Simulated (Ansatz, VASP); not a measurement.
# One calculation of H, two programs

```
CELL_PARAMETERS angstrom
15.00000 0.00000 0.00000
0.00000 15.50000 0.00000
0.00000 0.00000 16.00000
ATOMIC_POSITIONS crystal
H 0.50000 0.50000 0.50000
```

Alike in both runs: task single point; functional PBEsol; k mesh 1 × 1 × 1; occupations gaussian, width 0.005 eV; collinear spin.

|  | VASP | Ansatz |
| --- | --- | --- |
| version | VASP 6.6.1 | Ansatz 0.2.0 |
| potentials or method | VASP PAW PBE potentials, release 64 (H), cutoff 520 eV | scalar-relativistic, plane waves, PAW |
| valence electrons in the cell | 1 | 1 |

|  | VASP | Ansatz | Ansatz less VASP |
| --- | --- | --- | --- |
| gap on the k mesh at the Fermi level (eV) | 7.29 | 7.29 | -0.005 |
| net moment per atom (μB) | 1.00 | 1.00 | 0.000 |
| size of the moment on the site where the two differ most (μB) | 0.37 | 1.00 | +0.628 |

VASP's potentials were made for PBE, not for PBEsol. Site moments also hang on the region over which each program counts them. Ansatz's warnings: nearly empty spin channel levels not settled, published levels not confirmed, stability check not made.
